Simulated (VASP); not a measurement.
Set up this calculation in VASP 6.6.1, as the native input.

- Task: single point
- Functional: PBEsol
- Potentials or basis: VASP PAW PBE potentials, release 64 (Ti_sv)
- Cutoff: 520 eV
- k mesh: 12 × 12 × 12
- Occupations: methfessel-paxton, width 0.15 eV
- Spin: no spin polarisation
- Dipole correction: no
- Further INCAR settings: ALGO = Normal; EDIFF = 1e-07; NBANDS = 12

The structure of Ti lies in POSCAR:

```
Ti
1.0
    0.0000000000      1.9743553172      1.9743553172
    1.9743553172      0.0000000000      1.9743553172
    1.9743553172      1.9743553172      0.0000000000
Ti
1
Direct
    0.0000000000      0.0000000000      0.0000000000
```

The input as run:

INCAR

```
ALGO = Normal
EDIFF = 1E-7
ENCUT = 520
GGA = PS
ISIF = 2
ISMEAR = 1
LASPH = True
LCHARG = True
LELF = True
LREAL = False
LVHAR = True
LWAVE = False
NBANDS = 12
NELM = 60
PREC = Accurate
SIGMA = 0.15
```

KPOINTS

```
k-points
0
Gamma
  12 12 12
```

Potentials or basis: VASP PAW PBE potentials, release 64 (Ti_sv).

Launch:

```sh
$ cat potpaw_PBE.64/Ti_sv/POTCAR > POTCAR
$ mpirun -np 1 vasp_std > vasp.out
```

It gave:

```json
{"Pressure": "9.8 GPa", "Band gap on the k mesh": "zero (band 6 reaches 10.38 eV, above the bottom of band 7 at 9.02 eV)"}
```

Caveat: the PAW data sets were made with another functional, which shifts forces and pressure a little.

It took 17 s on 1 thread of Intel Xeon 8259CL (shared host), peak memory 0.14 GiB.
